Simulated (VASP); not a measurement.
Wanted: the native input for a VASP 6.6.1 run.

| Property | Result |
| --- | --- |
| Task | single point |
| Functional | PBE |
| Potentials or basis | VASP PAW PBE potentials, release 64 (Be) |
| Cutoff | 520 eV |
| k mesh | 34 × 34 × 34 |
| Occupations | gaussian, width 0.1 eV |
| Spin | no spin polarisation |
| Dipole correction | no |
| Further INCAR settings | ALGO = Fast; EDIFF = 1e-07; NBANDS = 7 |

The structure of Be lies in POSCAR:

```
Be
1.0
   -1.1164518864      1.1164870648      1.5783430178
    1.1164518864     -1.1164870648      1.5783430178
    1.1164518864      1.1164870648     -1.5783430178
Be
1
Direct
    0.5000000000      0.0000000000      0.5000000000
```

This isn't the form of Be at room conditions, which is hcp.

These files were run (other wordings do the same):

INCAR

```
SYSTEM = Be
ALGO     = Fast           ! electronic algorithm
EDIFF    = 1E-7           ! SCF threshold, eV
ENCUT    = 520            ! plane-wave cutoff, eV
GGA      = PE             ! functional
ISIF     = 2              ! what is computed and relaxed
ISMEAR   = 0              ! smearing method
LASPH    = .True.         ! aspherical terms in the spheres
LCHARG   = .True.         ! write CHGCAR
LELF     = .True.         ! ELF
LREAL    = .False.        ! projectors in reciprocal space
LVHAR    = .True.       
LWAVE    = .False.        ! write WAVECAR
NBANDS   = 7              ! bands
NELM     = 80             ! most SCF steps
PREC     = Accurate       ! precision mode
SIGMA    = 0.1            ! smearing width, eV
```

KPOINTS

```
k-points
0
Gamma
  34 34 34
  0 0 0
```

Potentials or basis: VASP PAW PBE potentials, release 64 (Be).

The run is started by

```sh
$ cat potpaw_PBE.64/Be/POTCAR > POTCAR
$ mpirun -np 1 vasp_std > vasp.out
```

It gave:

The pressure is 0.1 GPa. The band gap on the k mesh is zero (bands 1 and 2 overlap by 0.84 eV).

Wall time 3.1 min on 1 thread of AMD EPYC 9R45 96-Core Processor (Zen 5), on a shared host, peak memory 0.34 GiB.
